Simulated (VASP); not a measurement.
Runs of VASP 6.6.1 on TaPb2. The structure is that of space group P6/mmm (No. 191), or close to it. The cells are those of the table. 

```tsv
task	cell	k mesh	cutoff (eV)	gap on the mesh (eV)	pressure (GPa)	relaxed volume (Å³/atom)
single point	a = 5.388, b = 5.388, c = 2.997 Å, angles 90.0, 90.0, 120.0°, 3 atoms	6 × 6 × 6	520	none	0.0	-
relaxation of cell and atoms	relaxed from a = 5.376, b = 5.376, c = 3.008 Å, angles 90.0, 90.0, 120.0°, 3 atoms	6 × 6 × 6	600	none	0.1	25.11
single point	a = 5.376, b = 5.376, c = 3.008 Å, angles 90.0, 90.0, 120.0°, 3 atoms	6 × 6 × 4	520	none	-0.1	-
single point	a = 5.394, b = 5.394, c = 2.999 Å, angles 90.0, 90.0, 120.0°, 3 atoms	12 × 12 × 16	520	none	0.0	-
relaxation of cell and atoms	relaxed from a = 4.283, b = 4.283, c = 4.625 Å, angles 90.0, 90.0, 120.0°, 3 atoms	6 × 6 × 4	600	none	0.0	25.09
single point	a = 4.283, b = 4.283, c = 4.625 Å, angles 90.0, 90.0, 120.0°, 3 atoms	6 × 6 × 4	520	none	(a)	-
```

Alike in all rows: level PBE; potentials or basis VASP PAW PBE potentials, release 64 (Ta_pv, Pb_d); no spin polarisation; smearing gaussian 0.1 eV.

Estimate the missing entries.

(a) 29.0.

Caveats: some runs use coarse meshes; spin-orbit coupling is left out, which moves the levels of the heavy elements; a cell axis changed by over 15 % at a fixed basis, so the end point is rough (at least some runs); the cell stands under pressure (at least some runs).

A k mesh can miss the band edges, and the runs leave out spin-orbit coupling on Pb, Ta.

A gap of «none» marks levels without a gap at the run's occupations.
